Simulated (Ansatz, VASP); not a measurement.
**One calculation of NiO2, two programs**

```xyz
3
Lattice="2.8039 0.0000 0.0000 -1.4019 2.4282 0.0000 0.0000 0.0000 4.0838" Properties=species:S:1:pos:R:3 pbc="T T T"
Ni    0.0000    0.0000    2.0419
O     1.4019    0.8094    2.8862
O     0.0000    1.6188    1.1976
```

Alike in both runs: task single point; functional LDA; k mesh 12 × 12 × 6; occupations gaussian, width 0.05 eV; no spin polarisation.

```csv
,VASP,Ansatz
version,VASP 6.6.1,Ansatz 0.2.0
potentials or method,"VASP PAW LDA potentials, release 64 (Ni_sv_GW, O), cutoff 700 eV","scalar-relativistic, plane waves, PAW"
valence electrons in the cell,30,30
```

```tsv
	VASP	Ansatz	Ansatz less VASP
gap on the k mesh at the Fermi level (eV)	0.63	0.65	+0.017
least direct gap on the mesh (eV)	1.11	1.12	+0.010
pressure (GPa)	6.4	5.2	-1.24
traceless stress, the component that is largest in VASP (GPa)	4.55	5.66	+1.113
rms of the force components (eV/Å)	0.582	0.533	-0.0483
```

LDA's correlation is that of Perdew and Zunger in VASP and of Perdew and Wang (1992) in Ansatz. Atom by atom the forces differ by 0.048 eV/Å (rms over components).
